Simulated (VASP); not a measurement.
Crystal: MnHg.

```xyz
4
Lattice="6.5760 0.0000 0.0000 0.0000 3.2880 0.0000 0.0000 0.0000 3.3130" Properties=species:S:1:pos:R:3 pbc="T T T"
Mn    1.6440    1.6440    1.6565
Mn    4.9320    1.6440    1.6565
Hg    0.0000    0.0000    0.0000
Hg    3.2880    0.0000    0.0000
```

Base run:

| Property | Result |
| --- | --- |
| Program | VASP 6.6.1 |
| Functional | PBE |
| Potentials or basis | VASP PAW PBE potentials, release 64 (Mn_pv, Hg) |
| Cutoff | 520 eV |
| k mesh | 4 × 8 × 8 |
| Occupations | fermi-dirac, width 0.05 eV |
| Spin | no spin polarisation |

Its results: band gap on the k mesh zero (bands 25 and 26 overlap by 0.74 eV); pressure -13.3 GPa.

The run is repeated on the same cell with these changes: functional from PBE to r2SCAN; further incar settings from ALGO = Normal; EDIFF = 1e-07; NBANDS = 33 to ALGO = Normal; EDIFF = 1e-06; NBANDS = 33. What comes out?

Band gap on the k mesh zero (bands 25 and 26 overlap by 0.67 eV); pressure -17.1 GPa.

Caveats: the cell stands under tension; spin-orbit coupling is left out, which moves the levels of the heavy elements; the run has no spin polarisation, though such a crystal can be magnetic; the PAW data sets were made with another functional, which shifts forces and pressure a little (at least some runs).
